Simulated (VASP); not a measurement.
# Nb (Im-3m) in VASP: settings compared

Nb is run at these levels: PBEsol, r2SCAN, PBE; tasks: electric field gradients.

Program: VASP 6.6.1. These are calculated values, not measurements. Logs are shortened: lines on timing, memory, paths and dates and some standing lists are left out, and cuts for length are marked.

## (1) The cell of the first run

Symmetry: Im-3m, No. 229, cubic system. Conventional cell: a = 3.328 Å, b = 3.328 Å, c = 3.328 Å, α = 90.00°, β = 90.00°, γ = 90.00°. Nb (site symmetry m-3m) has 14 Nb at 2.88 to 3.33 Å within 3.8 Å.

## (2) Electric field gradients, PBEsol

Input file INCAR:

```
SYSTEM = Nb
PREC = Accurate ; ENCUT = 520
EDIFF = 1E-8 ; ISMEAR = -1
SIGMA = 0.03 ; LREAL = .False.
LASPH = .True. ; NELM = 60
ALGO = Normal ; ISIF = 2
LWAVE = .False. ; LCHARG = .False.
GGA = PS ; LEFG = .True.
NBANDS = 12
```

Input file KPOINTS:

```
Automatic mesh
0
Gamma
  15 15 15
  0 0 0
```

Input file POSCAR:

```
Nb
1.0
   -1.6639500000      1.6639500000      1.6639500000
    1.6639500000     -1.6639500000      1.6639500000
    1.6639500000      1.6639500000     -1.6639500000
Nb
1
Direct
    0.0000000000      0.0000000000      0.0000000000
```

Potentials or basis: VASP PAW PBE potentials, release 64 (Nb_sv).

Run with:

```
> cat potpaw_PBE.64/Nb_sv/POTCAR > POTCAR
> mpirun -np 1 vasp_std > vasp.out
```

OUTCAR:

```text
SYSTEM = Nb
   PREC = Accurate
   ENCUT = 520
   EDIFF = 1E-8
   ISMEAR = -1
   LREAL = .False.
   LASPH = .True.
   NELM = 60
   ISIF = 2
   GGA = PS

 ion  position               nearest neighbor table
   1  0.000  0.000  0.000-

  LATTYP: Found a body centered cubic cell.
 ALAT       =     3.3279000000

  Lattice vectors:

 A1 = (  -1.6639500000,   1.6639500000,   1.6639500000)
 A2 = (   1.6639500000,  -1.6639500000,   1.6639500000)
 A3 = (   1.6639500000,   1.6639500000,  -1.6639500000)

Analysis of symmetry for initial positions (statically):
=====================================================================
 Subroutine PRICEL returns:
 Original cell was already a primitive cell.

 Routine SETGRP: Setting up the symmetry group for a
 body centered cubic supercell.

 Subroutine GETGRP returns: Found 48 space group operations
 (whereof 48 operations were pure point group operations)
 out of a pool of 48 trial point group operations.

The static configuration has the point symmetry O_h .

Analysis of symmetry for dynamics (positions and initial velocities):
=====================================================================
 Subroutine PRICEL returns:
 Original cell was already a primitive cell.

 Routine SETGRP: Setting up the symmetry group for a
 body centered cubic supercell.

 Subroutine GETGRP returns: Found 48 space group operations
 (whereof 48 operations were pure point group operations)
 out of a pool of 48 trial point group operations.

The dynamic configuration has the point symmetry O_h .

 Subroutine INISYM returns: Found 48 space group operations
 (whereof 48 operations are pure point group operations),
 and found     1 'primitive' translations

----------------------------------------------------------------------------------------

                                     Primitive cell

  volume of cell :      18.4281

  direct lattice vectors                    reciprocal lattice vectors
    -1.663950000  1.663950000  1.663950000     0.000000000  0.300489798  0.300489798
     1.663950000 -1.663950000  1.663950000     0.300489798  0.000000000  0.300489798
     1.663950000  1.663950000 -1.663950000     0.300489798  0.300489798  0.000000000

  length of vectors
     2.882045941  2.882045941  2.882045941     0.424956748  0.424956748  0.424956748

  position of ions in fractional coordinates (direct lattice)
     0.000000000  0.000000000  0.000000000

  ion indices of the primitive-cell ions
   primitive index   ion index
                 1           1

----------------------------------------------------------------------------------------

 KPOINTS: Automatic mesh

Automatic generation of k-mesh.
 Grid dimensions read from file:
 generate k-points for:   15   15   15

 Generating k-lattice:

  Cartesian coordinates                     Fractional coordinates (reciprocal lattice)
     0.000000000  0.020032653  0.020032653     0.066666667  0.000000000  0.000000000
     0.020032653  0.000000000  0.020032653     0.000000000  0.066666667  0.000000000
     0.020032653  0.020032653  0.000000000     0.000000000  0.000000000  0.066666667

  Length of vectors
     0.028330450  0.028330450  0.028330450

  Shift w.r.t. Gamma in fractional coordinates (k-lattice)
     0.000000000  0.000000000  0.000000000

 Subroutine IBZKPT returns following result:
 ===========================================

 Found    120 irreducible k-points:

 Following reciprocal coordinates:
            Coordinates               Weight
  0.000000  0.000000  0.000000      1.000000
  0.066667  0.000000  0.000000     12.000000
  0.133333  0.000000  0.000000     12.000000
  0.200000  0.000000  0.000000     12.000000
  0.266667  0.000000  0.000000     12.000000
  0.333333  0.000000  0.000000     12.000000
[... 16 lines left out ...]
  0.333333  0.200000 -0.000000     48.000000
  0.400000  0.200000  0.000000     24.000000
 [... further k-points ...]
   k-points           NKPTS =    120   k-points in BZ     NKDIM =    120   number of bands    NBANDS=     12
   number of dos      NEDOS =    301   number of ions     NIONS =      1
   total plane-waves  NPLWV =  13824
   dimension x,y,z NGX =    24 NGY =   24 NGZ =   24
   dimension x,y,z NGXF=    48 NGYF=   48 NGZF=   48
   ions per type =               1
   NGX,Y,Z   is equivalent  to a cutoff of  13.84, 13.84, 13.84 a.u.
   NGXF,Y,Z  is equivalent  to a cutoff of  27.69, 27.69, 27.69 a.u.
 SYSTEM =  Nb
   PREC   = accura    normal or accurate (medium, high low for compatibility)
   ISTART =      0    job   : 0-new  1-cont  2-samecut
   ICHARG =      2    charge: 1-file 2-atom 10-const
   ISPIN  =      1    spin polarized calculation?
   LNONCOLLINEAR =      F non collinear calculations
   LSORBIT =      F    spin-orbit coupling
   LASPH  =      T    aspherical Exc in radial PAW
   ENCUT  =  520.0 eV  38.22 Ry    6.18 a.u.   5.36  5.36  5.36*2*pi/ulx,y,z
   NELM   =     60;   NELMIN=  2; NELMDL= -5     # of ELM steps
   EDIFF  = 0.1E-07   stopping-criterion for ELM
   LREAL  =      F    real-space projection
   EDIFFG = 0.1E-06   stopping-criterion for IOM
   NSW    =      0    number of steps for IOM
   IBRION =     -1    ionic relax: 0-MD 1-quasi-New 2-CG
   NFREE  =      0    steps in history (QN), initial steepest desc. (CG)
   ISIF   =      2    stress and relaxation
   ISYM   =      2    0-nonsym 1-usesym 2-fastsym
   POTIM  = 0.5000    time-step for ionic-motion
   TEBEG  =    0.0;   TEEND  =   0.0 temperature during run
   PSTRESS=    0.0 pullay stress
   NELECT =      13.0000    total number of electrons
   NUPDOWN=      -1.0000    fix difference up-down
   EMIN   =  10.00;   EMAX   =-10.00  energy-range for DOS
   EFERMI =   0.00;   METHOD = LEGACY
   ISMEAR =    -1;   SIGMA  =   0.03  broadening in eV -4-tet -1-fermi 0-gaus
   EFERMI_NEDOS =   21; number of points for ismear=-14 and -15
   IALGO  =     38    algorithm
   IMIX   =      4    mixing-type and parameters
     AMIX     =   0.40;   BMIX     =  1.00
     AMIX_MAG =   1.60;   BMIX_MAG =  1.00
  volume/ion in A,a.u.               =      18.43       124.36
  Fermi-wavevector in a.u.,A,eV,Ry     =   1.457345  2.753983 28.896790  2.123854
  Thomas-Fermi vector in A             =   2.574157
   LORBIT       =      0    0 simple, 1 ext, 2 COOP (PROOUT), +10 PAW based schemes
   GGA     = PS    functional components
   LHFCALC =     F    Hartree Fock is set to
   AEXX    =    0.0000 exact exchange contribution
   IVDW    =     0    specifies the selected vdW correction
   LEPSILON=     F    determine dielectric tensor
   LRPA    =     F    only Hartree local field effects (RPA)
 non-spin polarized calculation
  energy-cutoff  :      520.00
  volume of cell :       18.43
 maximum number of plane-waves:       531
 NGX is ok and might be reduce to    24
   NGX = 11   NGY = 11   NGZ = 11

 number of electron      12.9999999 magnetization

 Free energy of the ion-electron system (eV)
  ---------------------------------------------------
  ext. energy  EPLUGINS =         0.00000000
  ---------------------------------------------------
  free energy    TOTEN  =       -10.92770135 eV

  energy without entropy =      -10.92238211  energy(sigma->0) =      -10.92504173

 E-fermi :  10.7372     XC(G=0): -12.5120

 val. band max:       10.7317082357   @ k =  -0.2000   0.2000   0.2000
 cond. band min:      10.7389737874   @ k =  -0.4000  -0.4667   0.0667
 fundamental gap:      0.0072655517
 Fermi energy:        10.7372141542

 k-point     1 :       0.0000    0.0000    0.0000
  band No.  band energies     occupation
      1     -43.5762      2.00000
      2     -18.9388      2.00000
      3     -18.9388      2.00000
      4     -18.9388      2.00000
      5       4.7985      2.00000
      6      11.0977      0.00001
      7      11.0977      0.00001
      8      11.0977      0.00001
      9      13.9319      0.00000
     10      13.9319      0.00000
     11      24.8772      0.00000
     12      24.8772      0.00000

 k-point     2 :       0.0667    0.0000    0.0000
  band No.  band energies     occupation
      1     -43.5667      2.00000
      2     -18.9980      2.00000
      3     -18.9568      2.00000
      4     -18.9392      2.00000
      5       4.9780      2.00000
      6      10.9881      0.00047
      7      11.0713      0.00003
      8      11.2688      0.00000
      9      13.7662      0.00000
     10      13.9329      0.00000
     11      25.0221      0.00000
     12      25.1879      0.00000
[... 316 lines left out ...]
 k-point    24 :       0.4000    0.2000    0.0000
  band No.  band energies     occupation
      1     -43.3327      2.00000
      2     -20.0596      2.00000
      3     -19.5290      2.00000
      4     -19.0696      2.00000
      5       8.0433      2.00000
      6       9.3484      2.00000
      7      11.0123      0.00021
      8      13.8115      0.00000
      9      14.9189      0.00000
     10      18.9919      0.00000
     11      21.3032      0.00000
     12      23.3918      0.00000

 [... further k-points ...]
[... 5 lines left out ...]
  --------------------------------------------------------------------------------------
  -------------------------------------------------------------------------------------
  Total       -0.9853213     -0.9853213     -0.9853213      0.0000000      0.0000000     -0.0000000
  in kB      -85.6658380    -85.6658380    -85.6658380      0.0000000      0.0000000     -0.0000000
  external PRESSURE =     -85.6658380 kB  Pullay stress =       0.0000000 kB

 VOLUME and BASIS-vectors are now :
 -----------------------------------------------------------------------------
  energy-cutoff  :      520.00
  volume of cell :       18.43
      direct lattice vectors                 reciprocal lattice vectors
    -1.663950000  1.663950000  1.663950000     0.000000000  0.300489798  0.300489798
     1.663950000 -1.663950000  1.663950000     0.300489798  0.000000000  0.300489798
     1.663950000  1.663950000 -1.663950000     0.300489798  0.300489798  0.000000000

 POSITION                                       TOTAL-FORCE (eV/Angst)
 -----------------------------------------------------------------------------------
      0.00000      0.00000      0.00000        -0.000000      0.000000      0.000000
 -----------------------------------------------------------------------------------
    total drift:                                0.000000      0.000000      0.000000

  FREE ENERGIE OF THE ION-ELECTRON SYSTEM (eV)
  ---------------------------------------------------
  free  energy   TOTEN  =       -10.9277013475 eV

  energy  without entropy=      -10.9223821072  energy(sigma->0) =      -10.92504173

 Electric field gradients (V/A^2)
---------------------------------------------------------------------
 ion       V_xx      V_yy      V_zz      V_xy      V_xz      V_yz
---------------------------------------------------------------------
   1      -0.000     0.000     0.000    -0.000    -0.000    -0.000
---------------------------------------------------------------------

 Electric field gradients after diagonalization (V/A^2)
 (convention: |V_zz| > |V_xx| > |V_yy|)
----------------------------------------------------------------------
 ion       V_xx      V_yy      V_zz     asymmetry (V_yy - V_xx)/ V_zz
----------------------------------------------------------------------
   1       0.000     0.000    -0.000       0.000
----------------------------------------------------------------------

           NMR quadrupolar parameters

 Cq : quadrupolar parameter    Cq=e*Q*V_zz/h
 eta: asymmetry parameters     (V_yy - V_xx)/ V_zz
 Q  : nuclear electric quadrupole moment in mb (millibarn)
----------------------------------------------------------------------
 ion       Cq(MHz)       eta       Q (mb)
----------------------------------------------------------------------
   1      -0.000       0.000       1.000
----------------------------------------------------------------------
```

It took 46 s on 1 thread of Intel Xeon 8259CL, shared host; peak memory 0.15 GiB.

What came out:

* Free energy: -10.9277 eV
* Pressure: -8.6 GPa

Caveat: without QUAD_EFG the Cq values of the log hold for a quadrupole moment of 1 mb, not for the nuclei; the PAW data sets were made with another functional, which shifts forces and pressure a little.

## (3) Electric field gradients, r2SCAN

POSCAR is that of step 2.

Input file INCAR.step1:

```
SYSTEM = Nb
PREC     = Accurate       ! precision mode
ENCUT    = 520            ! plane-wave cutoff, eV
ISMEAR   = -1             ! smearing method
SIGMA    = 0.03           ! smearing width, eV
LREAL    = .False.        ! projectors in reciprocal space
LASPH    = .True.         ! aspherical terms in the spheres
NELM     = 100            ! most SCF steps
NBANDS   = 12             ! bands
GGA      = PE             ! functional
ALGO     = Normal         ! electronic algorithm
EDIFF    = 1E-4           ! SCF threshold, eV
LWAVE    = .True.         ! write WAVECAR
LCHARG   = .False.        ! write CHGCAR
```

Input file INCAR.step2:

```
SYSTEM = Nb
PREC     = Accurate       ! precision mode
ENCUT    = 520            ! plane-wave cutoff, eV
EDIFF    = 1E-8           ! SCF threshold, eV
ISMEAR   = -1             ! smearing method
SIGMA    = 0.03           ! smearing width, eV
LREAL    = .False.        ! projectors in reciprocal space
LASPH    = .True.         ! aspherical terms in the spheres
NELM     = 100            ! most SCF steps
ALGO     = Normal         ! electronic algorithm
ISIF     = 2              ! what is computed and relaxed
LWAVE    = .False.        ! write WAVECAR
LCHARG   = .False.        ! write CHGCAR
METAGGA  = R2SCAN         ! meta-GGA
LMIXTAU  = .True.       
LEFG     = .True.       
NBANDS   = 12             ! bands
ISTART   = 1
```

Input file KPOINTS:

```
regular mesh
0
Gamma
  15 15 15
  0 0 0
```

Potentials or basis: VASP PAW PBE potentials, release 64 (Nb_sv).

Run with:

```
> cat potpaw_PBE.64/Nb_sv/POTCAR > POTCAR
> cp INCAR.step1 INCAR
> mpirun -np 1 vasp_std > vasp.out
> cp INCAR.step2 INCAR
> mpirun -np 1 vasp_std > vasp.out
```

OUTCAR:

```text
SYSTEM = Nb
   PREC = Accurate
   ENCUT = 520
   EDIFF = 1E-8
   ISMEAR = -1
   LREAL = .False.
   LASPH = .True.
   NELM = 100
   ISIF = 2
   METAGGA = R2SCAN
   ISTART = 1

 ion  position               nearest neighbor table
   1  0.000  0.000  0.000-

  LATTYP: Found a body centered cubic cell.
 ALAT       =     3.3279000000

  Lattice vectors:

 A1 = (  -1.6639500000,   1.6639500000,   1.6639500000)
 A2 = (   1.6639500000,  -1.6639500000,   1.6639500000)
 A3 = (   1.6639500000,   1.6639500000,  -1.6639500000)

Analysis of symmetry for initial positions (statically):
=====================================================================
 Subroutine PRICEL returns:
 Original cell was already a primitive cell.

 Routine SETGRP: Setting up the symmetry group for a
 body centered cubic supercell.

 Subroutine GETGRP returns: Found 48 space group operations
 (whereof 48 operations were pure point group operations)
 out of a pool of 48 trial point group operations.

The static configuration has the point symmetry O_h .

Analysis of symmetry for dynamics (positions and initial velocities):
=====================================================================
 Subroutine PRICEL returns:
 Original cell was already a primitive cell.

 Routine SETGRP: Setting up the symmetry group for a
 body centered cubic supercell.

 Subroutine GETGRP returns: Found 48 space group operations
 (whereof 48 operations were pure point group operations)
 out of a pool of 48 trial point group operations.

The dynamic configuration has the point symmetry O_h .

 Subroutine INISYM returns: Found 48 space group operations
 (whereof 48 operations are pure point group operations),
 and found     1 'primitive' translations

[... 154 lines left out ...]
      6      11.2674      0.00000
      7      11.2674      0.00000
      8      11.2674      0.00000
      9      14.3125      0.00000
     10      14.3125      0.00000
     11      25.6322      0.00000
     12      25.6322      0.00000
[... 331 lines left out ...]
 k-point    24 :       0.4000    0.2000    0.0000
  band No.  band energies     occupation
      1     -45.1088      2.00000
      2     -21.1476      2.00000
      3     -20.5836      2.00000
      4     -20.0995      2.00000
      5       8.0161      2.00000
      6       9.3835      2.00000
      7      11.0594      0.00135
      8      14.1499      0.00000
      9      15.2861      0.00000
     10      19.4029      0.00000
     11      22.0836      0.00000
     12      24.0468      0.00000

 [... further k-points ...]
[... 5 lines left out ...]
  --------------------------------------------------------------------------------------
  -------------------------------------------------------------------------------------
  Total       -0.4320738     -0.4320738     -0.4320738      0.0000000      0.0000000     -0.0000000
  in kB      -37.5653775    -37.5653775    -37.5653775      0.0000000      0.0000000     -0.0000000
  external PRESSURE =     -37.5653775 kB  Pullay stress =       0.0000000 kB

 VOLUME and BASIS-vectors are now :
 -----------------------------------------------------------------------------
  energy-cutoff  :      520.00
  volume of cell :       18.43
      direct lattice vectors                 reciprocal lattice vectors
    -1.663950000  1.663950000  1.663950000     0.000000000  0.300489798  0.300489798
     1.663950000 -1.663950000  1.663950000     0.300489798  0.000000000  0.300489798
     1.663950000  1.663950000 -1.663950000     0.300489798  0.300489798  0.000000000

 POSITION                                       TOTAL-FORCE (eV/Angst)
 -----------------------------------------------------------------------------------
      0.00000      0.00000      0.00000        -0.000000      0.000000     -0.000000
 -----------------------------------------------------------------------------------
    total drift:                                0.000000      0.000000      0.000000

  FREE ENERGIE OF THE ION-ELECTRON SYSTEM (eV)
  ---------------------------------------------------
  free  energy   TOTEN  =       -24.8387304410 eV

  energy  without entropy=      -24.8333383677  energy(sigma->0) =      -24.83603440

 Electric field gradients (V/A^2)
---------------------------------------------------------------------
 ion       V_xx      V_yy      V_zz      V_xy      V_xz      V_yz
---------------------------------------------------------------------
   1      -0.000    -0.000    -0.000    -0.000    -0.000    -0.000
---------------------------------------------------------------------

 Electric field gradients after diagonalization (V/A^2)
 (convention: |V_zz| > |V_xx| > |V_yy|)
----------------------------------------------------------------------
 ion       V_xx      V_yy      V_zz     asymmetry (V_yy - V_xx)/ V_zz
----------------------------------------------------------------------
   1       0.000     0.000    -0.000       0.000
----------------------------------------------------------------------

           NMR quadrupolar parameters

 Cq : quadrupolar parameter    Cq=e*Q*V_zz/h
 eta: asymmetry parameters     (V_yy - V_xx)/ V_zz
 Q  : nuclear electric quadrupole moment in mb (millibarn)
----------------------------------------------------------------------
 ion       Cq(MHz)       eta       Q (mb)
----------------------------------------------------------------------
   1      -0.000       0.000       1.000
----------------------------------------------------------------------
```

OSZICAR.step1:

```text
N       E                     dE             d eps       ncg     rms          rms(c)
DAV:   1     0.116454764415E+03    0.11645E+03   -0.72534E+03  2896   0.108E+03
DAV:   2    -0.591960991099E+01   -0.12237E+03   -0.11796E+03  3096   0.388E+02
DAV:   3    -0.103584666001E+02   -0.44389E+01   -0.42434E+01  4168   0.654E+01
DAV:   4    -0.106527950377E+02   -0.29433E+00   -0.29276E+00  4016   0.148E+01
DAV:   5    -0.106607417938E+02   -0.79468E-02   -0.79441E-02  4268   0.221E+00    0.689E+00
DAV:   6    -0.102556631343E+02    0.40508E+00   -0.61343E-01  4616   0.993E+00    0.239E+00
DAV:   7    -0.102091397743E+02    0.46523E-01   -0.18439E-01  4764   0.541E+00    0.967E-01
DAV:   8    -0.102144720131E+02   -0.53322E-02   -0.12270E-02  3500   0.144E+00    0.624E-02
DAV:   9    -0.102145139805E+02   -0.41967E-04   -0.11007E-03  4704   0.356E-01    0.413E-02
DAV:  10    -0.102145292975E+02   -0.15317E-04   -0.24452E-05  2072   0.677E-02
   1 F= -.10214529E+02 E0= -.10211855E+02  d E =-.534919E-02
```

It took 3.1 min on 1 thread of Intel Xeon 8259CL, shared host; peak memory 0.16 GiB.

What came out:

```yaml
Free_energy: -24.8387 eV
Pressure: -3.8 GPa
```

Caveat: without QUAD_EFG the Cq values of the log hold for a quadrupole moment of 1 mb, not for the nuclei; the PAW data sets were made with another functional, which shifts forces and pressure a little.

(Part 1 of 2 ends here.)
